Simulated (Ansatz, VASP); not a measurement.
This is a calculation of AlN for VASP 6.6.1.

POSCAR

```
AlN
1.0
    3.2445025711      0.0000000000      0.0000000000
   -1.6222512856      2.8098216493      0.0000000000
    0.0000000000      0.0000000000      4.1020785442
Al N
2 2
Direct
    0.6666666667      0.3333333333      0.2500000000
    0.3333333333      0.6666666667      0.7500000000
    0.6666666667      0.3333333333      0.7500000000
    0.3333333333      0.6666666667      0.2500000000
```

Contents of INCAR.step1:

```
SYSTEM = AlN
  PREC = Accurate
  ENCUT = 520
  ISMEAR = -1
  SIGMA = 0.05
  LREAL = .False.
  LASPH = .True.
  NELM = 60
  NBANDS = 16
  GGA = PE
  ALGO = Normal
  EDIFF = 1E-4
  LWAVE = .True.
  LCHARG = .False.
```

INCAR.step2

```
SYSTEM = AlN
  PREC = Accurate
  ENCUT = 520
  EDIFF = 1E-7
  ISMEAR = -1
  SIGMA = 0.05
  LREAL = .False.
  LASPH = .True.
  NELM = 60
  ALGO = Normal
  ISIF = 2
  LWAVE = .False.
  LCHARG = .False.
  METAGGA = R2SCAN
  LMIXTAU = .True.
  NBANDS = 16
  ISTART = 1
```

The input KPOINTS:

```
regular mesh
0
Gamma
  9 9 7
  0 0 0
```

Potentials or basis: VASP PAW PBE potentials, release 64 (Al, N).

Run with:

```console
$ cat potpaw_PBE.64/Al/POTCAR potpaw_PBE.64/N/POTCAR > POTCAR
$ cp INCAR.step1 INCAR
$ mpirun -np 1 vasp_std > vasp.out
$ cp INCAR.step2 INCAR
$ mpirun -np 1 vasp_std > vasp.out
```

Problem. Translate it to Ansatz 0.2.0. Potentials there: Ansatz PAW.

Solution. As run (the cutoff follows the program's own potentials):

Contents of input.yaml:

```yaml
crystal:
  lattice:
    - [3.2445025711, 0.0, 0.0]
    - [-1.6222512856, 2.8098216493, 0.0]
    - [0.0, 0.0, 4.1020785442]
  atoms:
    - { symbol: Al, position: [0.6666666667, 0.3333333333, 0.25] }
    - { symbol: Al, position: [0.3333333333, 0.6666666667, 0.75] }
    - { symbol: "N", position: [0.6666666667, 0.3333333333, 0.75] }
    - { symbol: "N", position: [0.3333333333, 0.6666666667, 0.25] }
hamiltonian:
  xc: r2scan
  pseudopotentials: { kind: paw }
kpoints:
  mp_grid: { grid: [9, 9, 7] }
scf:
  occupations: { method: fermi_dirac, width: 0.05 }
output:
  forces: true
  stress: true
  eigenvalues: true
```

Potentials or basis: Ansatz PAW.

Launch:

```bash
$ ansatz run input.yaml --threads 1 --pin off --max-ram 3584MiB --backend cpu --events-out ev --progress --plain --runs-dir out
```

Both were run:

|  | VASP | Ansatz | Ansatz less VASP |
| --- | --- | --- | --- |
| gap on the k mesh at the Fermi level (eV) | 4.34 | 4.31 | -0.033 |
| least direct gap on the mesh (eV) | 4.34 | 4.31 | -0.033 |
| pressure (GPa) | 8.8 | 9.4 | +0.57 |
| traceless stress, the component that is largest in VASP (GPa) | -2.41 | -2.12 | +0.290 |

VASP's potentials were made for PBE, not for r2SCAN. With one functional, cell and mesh, what is left measures potentials, basis and numerics.

Noted on Ansatz's run: odd divisions of the mesh miss points on the zone boundary, where band edges often lie, so the gap on the mesh can be too wide.
